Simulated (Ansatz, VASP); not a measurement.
# Two plane-wave programs on BN

```
B N
1.0
     2.51000    0.00000    0.00000
    -1.25500    2.17372    0.00000
     0.00000    0.00000    6.69000
B N
2 2
Direct
  0.00000 0.00000 0.50000
  0.33333 0.66667 0.00000
  0.00000 0.00000 0.00000
  0.63299 0.42534 0.50000
```

Alike in both runs: task single point; functional PBE; dispersion D3(BJ); k mesh 12 × 12 × 4; occupations gaussian, width 0.05 eV; no spin polarisation.

|  | VASP | Ansatz |
| --- | --- | --- |
| version | VASP 6.6.1 | Ansatz 0.2.0 |
| potentials or method | VASP PAW PBE potentials, release 64 (B, N), cutoff 520 eV | scalar-relativistic, plane waves, PAW |
| valence electrons in the cell | 16 | 16 |

|  | VASP | Ansatz | Ansatz less VASP |
| --- | --- | --- | --- |
| gap on the k mesh at the Fermi level (eV) | 2.09 | 2.10 | +0.009 |
| least direct gap on the mesh (eV) | 3.55 | 3.55 | +0.003 |
| pressure (GPa) | 10.7 | 10.8 | +0.07 |
| traceless stress, the component that is largest in VASP (GPa) | 18.77 | 18.75 | -0.023 |
| rms of the force components (eV/Å) | 3.620 | 3.626 | +0.0060 |

Atom by atom the forces differ by 0.009 eV/Å (rms over components).
